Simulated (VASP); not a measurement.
The system is P.

```
P
1.0
     1.72573    0.99635    3.12968
    -1.72573    0.99635    3.12968
     0.00000   -1.99270    3.12968
P
2
Direct
  0.77048 0.77374 0.76882
  0.21593 0.21918 0.22710
```

* Program: VASP 6.6.1
* Task: relaxation of cell and atoms
* Functional: LDA
* Potentials or basis: VASP PAW LDA potentials, release 64 (P)
* Cutoff: 600 eV
* k mesh: 7 × 7 × 7
* Occupations: fermi-dirac, width 0.15 eV
* Spin: collinear spin
* Starting moments: [0.5, -0.25] μB

At the start: pressure -2.2 GPa; volume 16.14 Å³/atom.

Problem. Where does the relaxation end?

Solution. Over 9 steps the energy falls by 23.9 meV/atom and the volume is 15.04 Å³/atom (-6.8 %); space group R-3m (No. 166, to 0.1 Å) before and after; moment 0.00 μB per cell.

Step by step:
```tsv
step	energy change (eV)	largest force (eV/Å)	pressure (GPa)	volume (Å³)
1	0.0000	0.4756	-2.19	32.29
2	-0.0280	0.3067	-0.80	31.27
3	-0.0374	0.1637	1.18	30.25
4	-0.0448	0.1098	-0.71	30.36
5	-0.0449	0.0910	-0.57	30.35
6	-0.0476	0.0087	0.06	30.10
7	-0.0476	0.0098	0.20	30.04
8	-0.0478	0.0048	-0.11	30.10
9	-0.0479	0.0045	-0.02	30.08
```

Final structure:
```
P
1.0
     1.71030    0.98732    2.97045
    -1.71030    0.98732    2.97045
     0.00000   -1.97337    2.97035
P
2
Direct
  0.76144 0.76470 0.76633
  0.22497 0.22822 0.22958
```
